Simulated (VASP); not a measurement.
# HfB2 (P6/mmm) in VASP: further runs, part 2 of 2

VASP 6.6.1.

## 4. Single point, PBE (equal xx and yy strain of -2 %)

The input, INCAR:

```
SYSTEM = HfB2
ALGO = Normal ; EDIFF = 1E-6
ENCUT = 500 ; GGA = PE
GGA_COMPAT = .FALSE. ; ISIF = 2
ISMEAR = -1 ; LASPH = .TRUE.
LCHARG = .FALSE. ; LREAL = .FALSE.
LWAVE = .FALSE. ; NBANDS = 15
NELM = 120 ; PREC = Accurate
SIGMA = 0.05
```

The input, KPOINTS:

```
k-points
0
G
  13 13 11
  0 0 0
```

The input, POSCAR:

```
HfB2
1.0
    3.0772000985      0.0000000000      0.0000000000
   -1.5386000493      2.6649334578      0.0000000000
    0.0000000000      0.0000000000      3.4800000000
Hf B
1 2
Direct
    0.0000000000      0.0000000000      0.0000000000
    0.3333333333      0.6666666667      0.5000000000
    0.6666666667      0.3333333333      0.5000000000
```

The run is started by

```
$ cat potpaw_PBE.64/Hf_pv/POTCAR potpaw_PBE.64/B/POTCAR > POTCAR
$ mpirun -np 1 vasp_std > vasp.out
```

Wall time 16 s (1 thread of Intel Xeon 6975P-C (Granite Rapids), shared host); peak memory 0.18 GiB.

Results (log left out):

```yaml
Free_energy: -26.3425 eV
Pressure: 12.7 GPa
Band_gap_on_the_k_mesh: zero (band 8 reaches 8.86 eV, above the bottom of band 9 at 7.58 eV)
```

Stress tensor (GPa, compression positive):
```
15.57  0.00  0.00
 0.00 15.57  0.00
 0.00  0.00  6.85
```

Levels at points of the mesh, in eV from the Fermi level:
```csv
k point,band 6,band 7,band 8,band 9,band 10,band 11
"(0.00, 0.00, 0.00)",-3.00,-2.89,-2.89,4.19,4.19,4.64
```

Caveat: the cell differs from its parent crystal (equal xx and yy strain of -2 %); spin-orbit coupling is left out, which moves the levels of the heavy elements.

## 5. Single point, PBE (equal xx and yy strain of +1 %)

The input, INCAR:

```
PREC     = Accurate       # precision mode
ENCUT    = 500            # plane-wave cutoff, eV
EDIFF    = 1E-6           # SCF threshold, eV
ISMEAR   = -1             # smearing method
SIGMA    = 0.05           # smearing width, eV
LREAL    = F              # projectors in reciprocal space
LASPH    = T              # aspherical terms in the spheres
NELM     = 120            # most SCF steps
ALGO     = Normal         # electronic algorithm
ISIF     = 2              # what is computed and relaxed
LWAVE    = F              # write WAVECAR
LCHARG   = T              # write CHGCAR
GGA      = PE             # functional
LELF     = T              # ELF
LVHAR    = T            
NBANDS   = 15             # bands
GGA_COMPAT= F
```

The input, KPOINTS:

```
regular mesh
0
Gamma
  13 13 11
```

The input, POSCAR:

```
HfB2
1.0
    3.1714001015      0.0000000000      0.0000000000
   -1.5857000508      2.7465130534      0.0000000000
    0.0000000000      0.0000000000      3.4800000000
Hf B
1 2
Direct
    0.0000000000      0.0000000000      0.0000000000
    0.3333333333      0.6666666667      0.5000000000
    0.6666666667      0.3333333333      0.5000000000
```

Potentials or basis: VASP PAW PBE potentials, release 64 (Hf_pv, B).

The run is started by

```
$ cat potpaw_PBE.64/Hf_pv/POTCAR potpaw_PBE.64/B/POTCAR > POTCAR
$ mpirun -np 1 vasp_std > vasp.out
```

OUTCAR:

```text
PREC = Accurate
   ENCUT = 500
   EDIFF = 1E-6
   ISMEAR = -1
   LREAL = F
   LASPH = T
   NELM = 120
   ISIF = 2
   GGA = PE

 ion  position               nearest neighbor table
   1  0.000  0.000  0.000-   2 2.53   3 2.53   2 2.53   3 2.53   2 2.53   2 2.53   3 2.53   3 2.53
                             3 2.53   3 2.53   2 2.53   2 2.53
   2  0.333  0.667  0.500-   3 1.83   3 1.83   3 1.83   1 2.53   1 2.53   1 2.53   1 2.53   1 2.53
                             1 2.53
   3  0.667  0.333  0.500-   2 1.83   2 1.83   2 1.83   1 2.53   1 2.53   1 2.53   1 2.53   1 2.53
                             1 2.53

  LATTYP: Found a hexagonal cell.
 ALAT       =     3.1714001015
 C/A-ratio  =     1.0973071478

  Lattice vectors:

 A1 = (   3.1714001015,   0.0000000000,   0.0000000000)
 A2 = (  -1.5857000508,   2.7465130534,   0.0000000000)
 A3 = (   0.0000000000,   0.0000000000,   3.4800000000)

Analysis of symmetry for initial positions (statically):
=====================================================================
 Subroutine PRICEL returns:
 Original cell was already a primitive cell.

 Routine SETGRP: Setting up the symmetry group for a
 hexagonal supercell.

 Subroutine GETGRP returns: Found 24 space group operations
 (whereof 24 operations were pure point group operations)
 out of a pool of 24 trial point group operations.

The static configuration has the point symmetry D_6h.

Analysis of symmetry for dynamics (positions and initial velocities):
=====================================================================
 Subroutine PRICEL returns:
 Original cell was already a primitive cell.

 Routine SETGRP: Setting up the symmetry group for a
 hexagonal supercell.

 Subroutine GETGRP returns: Found 24 space group operations
 (whereof 24 operations were pure point group operations)
 out of a pool of 24 trial point group operations.

The dynamic configuration has the point symmetry D_6h.

 Subroutine INISYM returns: Found 24 space group operations
 (whereof 24 operations are pure point group operations),
 and found     1 'primitive' translations

[... 124 lines left out ...]
   IVDW    =     0    specifies the selected vdW correction
   LEPSILON=     F    determine dielectric tensor
   LRPA    =     F    only Hartree local field effects (RPA)
 non-spin polarized calculation
  energy-cutoff  :      500.00
  volume of cell :       30.31
 maximum number of plane-waves:       780
 NGX is ok and might be reduce to    24
   NGX = 11   NGY = 11   NGZ = 13

 number of electron      15.9999999 magnetization

 Free energy of the ion-electron system (eV)
  ---------------------------------------------------
  ext. energy  EPLUGINS =         0.00000000
  ---------------------------------------------------
  free energy    TOTEN  =       -26.39306952 eV

  energy without entropy =      -26.39121117  energy(sigma->0) =      -26.39214034

 E-fermi :   7.6187     XC(G=0): -12.5050

 val. band max:        7.5882590721   @ k =   0.0769   0.0000   0.2727
 cond. band min:       7.6683053119   @ k =   0.3077   0.1538   0.0000
 fundamental gap:      0.0800462398
 Fermi energy:         7.6186951796

 k-point     1 :       0.0000    0.0000    0.0000
  band No.  band energies     occupation
      1     -23.1607      2.00000
      2     -22.7072      2.00000
      3     -22.7072      2.00000
      4      -6.1179      2.00000
      5       4.5887      2.00000
      6       4.5887      2.00000
      7       4.6116      2.00000
      8       4.8156      2.00000
      9      11.4372      0.00000
     10      11.4372      0.00000
     11      12.1558      0.00000
     12      12.1558      0.00000
     13      12.2137      0.00000
     14      12.3504      0.00000
[... 401 lines left out ...]
      2     -22.8619      2.00000
      3     -22.7406      2.00000
      4      -5.5103      2.00000
      5       3.3345      2.00000
      6       3.7260      2.00000
      7       4.5642      2.00000
      8       5.6821      2.00000
      9       9.7309      0.00000
     10      10.1447      0.00000
     11      12.0429      0.00000
     12      12.1841      0.00000
     13      12.9381      0.00000
     14      14.0982      0.00000
     15      14.6767      0.00000

 [... further k-points ...]
[... 5 lines left out ...]
  --------------------------------------------------------------------------------------
  -------------------------------------------------------------------------------------
  Total       -1.0488437     -1.0488437     -0.2412643      0.0000000     -0.0000000     -0.0000000
  in kB      -55.4382352    -55.4382352    -12.7523921      0.0000000     -0.0000000     -0.0000000
  external PRESSURE =     -41.2096208 kB  Pullay stress =       0.0000000 kB

 VOLUME and BASIS-vectors are now :
 -----------------------------------------------------------------------------
  energy-cutoff  :      500.00
  volume of cell :       30.31
      direct lattice vectors                 reciprocal lattice vectors
     3.171400102  0.000000000  0.000000000     0.315318146  0.182049016  0.000000000
    -1.585700051  2.746513053  0.000000000     0.000000000  0.364098033  0.000000000
     0.000000000  0.000000000  3.480000000     0.000000000  0.000000000  0.287356322

 POSITION                                       TOTAL-FORCE (eV/Angst)
 -----------------------------------------------------------------------------------
      0.00000      0.00000      0.00000        -0.000000      0.000000      0.000000
     -0.00000      1.83101      1.74000         0.000000     -0.000000      0.000000
      1.58570      0.91550      1.74000        -0.000000      0.000000      0.000000
 -----------------------------------------------------------------------------------
    total drift:                               -0.000000      0.000000      0.000000

  FREE ENERGIE OF THE ION-ELECTRON SYSTEM (eV)
  ---------------------------------------------------
  free  energy   TOTEN  =       -26.3930695157 eV

  energy  without entropy=      -26.3912111718  energy(sigma->0) =      -26.39214034
```

It took 16 s on 1 thread of Intel Xeon 6975P-C (Granite Rapids), shared host; peak memory 0.18 GiB.

Results:

```
Free energy            : -26.3931 eV
Pressure               : -4.1 GPa
Band gap on the k mesh : zero (band 8 reaches 8.05 eV, above the bottom of band 9 at 7.15 eV)
```

Caveat: the cell differs from its parent crystal (equal xx and yy strain of +1 %); spin-orbit coupling is left out, which moves the levels of the heavy elements.

## 6. Single point, PBE (volume scaled by 0.96)

The input, INCAR:

```
PREC = Accurate
ENCUT = 520
EDIFF = 1E-7
ISMEAR = -1
SIGMA = 0.05
LREAL = False
LASPH = True
NELM = 100
ALGO = Normal
ISIF = 2
LWAVE = False
LCHARG = False
GGA = PE
NBANDS = 15
```

The input, KPOINTS:

```
Automatic mesh
0
Gamma
  13 13 11
```

The input, POSCAR:

```
HfB2
1.0
    3.0975624645      0.0000000000      0.0000000000
   -1.5487812323      2.6825677840      0.0000000000
    0.0000000000      0.0000000000      3.4329672075
Hf B
1 2
Direct
    0.0000000000      0.0000000000      0.0000000000
    0.3333333333      0.6666666667      0.5000000000
    0.6666666667      0.3333333333      0.5000000000
```

Potentials or basis: VASP PAW PBE potentials, release 64 (Hf_pv, B).

The run is started by

```
$ cat potpaw_PBE.64/Hf_pv/POTCAR potpaw_PBE.64/B/POTCAR > POTCAR
$ mpirun -np 1 vasp_std > vasp.out
```

OUTCAR:

```text
PREC = Accurate
   ENCUT = 520
   EDIFF = 1E-7
   ISMEAR = -1
   LREAL = False
   LASPH = True
   NELM = 100
   ISIF = 2
   GGA = PE

 ion  position               nearest neighbor table
   1  0.000  0.000  0.000-   2 2.48   3 2.48   2 2.48   3 2.48   2 2.48   2 2.48   3 2.48   3 2.48
                             3 2.48   3 2.48   2 2.48   2 2.48
   2  0.333  0.667  0.500-   3 1.79   3 1.79   3 1.79   1 2.48   1 2.48   1 2.48   1 2.48   1 2.48
                             1 2.48
   3  0.667  0.333  0.500-   2 1.79   2 1.79   2 1.79   1 2.48   1 2.48   1 2.48   1 2.48   1 2.48
                             1 2.48

  LATTYP: Found a hexagonal cell.
 ALAT       =     3.0975624645
 C/A-ratio  =     1.1082802193

  Lattice vectors:

 A1 = (   3.0975624645,   0.0000000000,   0.0000000000)
 A2 = (  -1.5487812323,   2.6825677840,   0.0000000000)
 A3 = (   0.0000000000,   0.0000000000,   3.4329672075)

Analysis of symmetry for initial positions (statically):
=====================================================================
 Subroutine PRICEL returns:
 Original cell was already a primitive cell.

 Routine SETGRP: Setting up the symmetry group for a
 hexagonal supercell.

[... 186 lines left out ...]
     10      12.2319      0.00000
     11      12.8813      0.00000
     12      12.8813      0.00000
     13      13.1642      0.00000
     14      13.1642      0.00000
[... 401 lines left out ...]
      2     -22.1557      2.00000
      3     -21.9994      2.00000
      4      -5.3422      2.00000
      5       3.7252      2.00000
      6       4.0912      2.00000
      7       4.9994      2.00000
      8       6.0274      2.00000
      9      10.3502      0.00000
     10      10.8279      0.00000
     11      12.8225      0.00000
     12      13.0033      0.00000
     13      13.8102      0.00000
     14      15.2805      0.00000
     15      15.6470      0.00000

 [... further k-points ...]

------------------------ aborting loop because EDIFF is reached ----------------------------------------

  FORCE on cell =-STRESS in cart. coord.  units (eV):
  Direction    XX          YY          ZZ          XY          YZ          ZX
  --------------------------------------------------------------------------------------
  -------------------------------------------------------------------------------------
  Total        2.2499053      2.2499053      2.0974280     -0.0000000     -0.0000000     -0.0000000
  in kB      126.3672098    126.3672098    117.8032341     -0.0000000     -0.0000000     -0.0000000
  external PRESSURE =     123.5125512 kB  Pullay stress =       0.0000000 kB

 VOLUME and BASIS-vectors are now :
 -----------------------------------------------------------------------------
  energy-cutoff  :      520.00
  volume of cell :       28.53
      direct lattice vectors                 reciprocal lattice vectors
     3.097562465  0.000000000  0.000000000     0.322834490  0.186388580  0.000000000
    -1.548781232  2.682567784  0.000000000     0.000000000  0.372777160  0.000000000
     0.000000000  0.000000000  3.432967207     0.000000000  0.000000000  0.291293199

 POSITION                                       TOTAL-FORCE (eV/Angst)
 -----------------------------------------------------------------------------------
      0.00000      0.00000      0.00000         0.000000      0.000000      0.000000
     -0.00000      1.78838      1.71648         0.000000      0.000000     -0.000000
      1.54878      0.89419      1.71648        -0.000000     -0.000000      0.000000
 -----------------------------------------------------------------------------------
    total drift:                               -0.000000      0.000000      0.000000

  FREE ENERGIE OF THE ION-ELECTRON SYSTEM (eV)
  ---------------------------------------------------
  free  energy   TOTEN  =       -26.3536084085 eV

  energy  without entropy=      -26.3520126052  energy(sigma->0) =      -26.35281051
```

Run time: 59 s. Hardware: 1 thread of AMD EPYC 9R45 (Zen 5), shared host; peak memory 0.15 GiB.

What came out:

* Free energy: -26.3536 eV
* Pressure: 12.4 GPa
* Band gap on the k mesh: zero (band 8 reaches 8.66 eV, above the bottom of band 9 at 7.59 eV)

Stress tensor (GPa, compression positive):
```
12.64  0.00  0.00
 0.00 12.64  0.00
 0.00  0.00 11.78
```

Caveat: spin-orbit coupling is left out, which moves the levels of the heavy elements.

## 7. Summary

```tsv
cell	cutoff (eV)	gap on the mesh (eV)	pressure (GPa)
a = 3.140, b = 3.140, c = 3.445 Å, angles 90.0, 90.0, 120.0°, 3 atoms	520	none	3.4
a = 3.140, b = 3.140, c = 3.550 Å, angles 90.0, 90.0, 120.0°, 3 atoms	520	none	-3.5
a = 3.077, b = 3.077, c = 3.480 Å, angles 90.0, 90.0, 120.0°, 3 atoms	500	none	12.7
a = 3.171, b = 3.171, c = 3.480 Å, angles 90.0, 90.0, 120.0°, 3 atoms	500	none	-4.1
a = 3.098, b = 3.098, c = 3.433 Å, angles 90.0, 90.0, 120.0°, 3 atoms	520	none	12.4
```

Alike in all rows: task single point; level PBE; potentials or basis VASP PAW PBE potentials, release 64 (Hf_pv, B); no spin polarisation; k mesh 13 × 13 × 11; smearing fermi-dirac 0.05 eV.

Caveats: spin-orbit coupling is left out, which moves the levels of the heavy elements.

Total energies depend on the potentials used, so only differences within one code and one set of settings carry meaning.
